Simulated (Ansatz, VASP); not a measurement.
Two plane-wave programs on Ru

The input INCAR:

```
  ALGO = Fast
  EDIFF = 1E-6
  ENCUT = 520
  GGA = PE
  ISIF = 2
  ISMEAR = 0
  LASPH = T
  LCHARG = T
  LELF = T
  LREAL = F
  LVHAR = T
  LWAVE = F
  NBANDS = 21
  NELM = 100
  PREC = Accurate
  SIGMA = 0.15
```

KPOINTS

```
k-points
0
Gamma
  24 24 12
```

Contents of POSCAR:

```
Ru
1.0
    2.5462546604      0.0000000000      0.0000000000
   -1.2731273302      2.2051212204      0.0000000000
    0.0000000000      0.0000000000      4.8353066065
Ru
2
Direct
    0.3333333333      0.6666666667      0.2500000000
    0.6666666667      0.3333333333      0.7500000000
```

Input for Ansatz:

```yaml
crystal:
  lattice:
    - [2.5462546604, 0.0, 0.0]
    - [-1.2731273302, 2.2051212204, 0.0]
    - [0.0, 0.0, 4.8353066065]
  atoms:
    - { symbol: Ru, position: [0.3333333333, 0.6666666667, 0.25] }
    - { symbol: Ru, position: [0.6666666667, 0.3333333333, 0.75] }
basis:
  ecutwfc: 420
kpoints:
  mp_grid: { grid: [24, 24, 12] }
hamiltonian:
  xc: pbe
scf:
  occupations: { method: gaussian, width: 0.15 }
output:
  forces: true
  stress: true
  eigenvalues: true
```

Alike in both runs: task single point; functional PBE; k mesh 24 × 24 × 12; occupations gaussian, width 0.15 eV; no spin polarisation.

```csv
,VASP,Ansatz
version,VASP 6.6.1,Ansatz 0.2.0
potentials or method,"VASP PAW PBE potentials, release 64 (Ru_pv), cutoff 520 eV","scalar-relativistic, plane waves, PAW"
valence electrons in the cell,28,32
```

VASP gave:

| Item | Value |
| --- | --- |
| gap on the k mesh at the Fermi level (eV) | none |
| pressure (GPa) | 16.3 |
| traceless stress, the component that is largest in VASP (GPa) | -51.38 |

Which values does Ansatz return?

gap on the k mesh at the Fermi level (eV): none; pressure (GPa): 16.1; traceless stress, the component that is largest in VASP (GPa): -51.36.

A gap of «none» marks a metal or a gap that the smearing closes. VASP's potentials hold 28 valence electrons a cell and Ansatz's 32, so a difference there can come from the potentials and not from the codes.
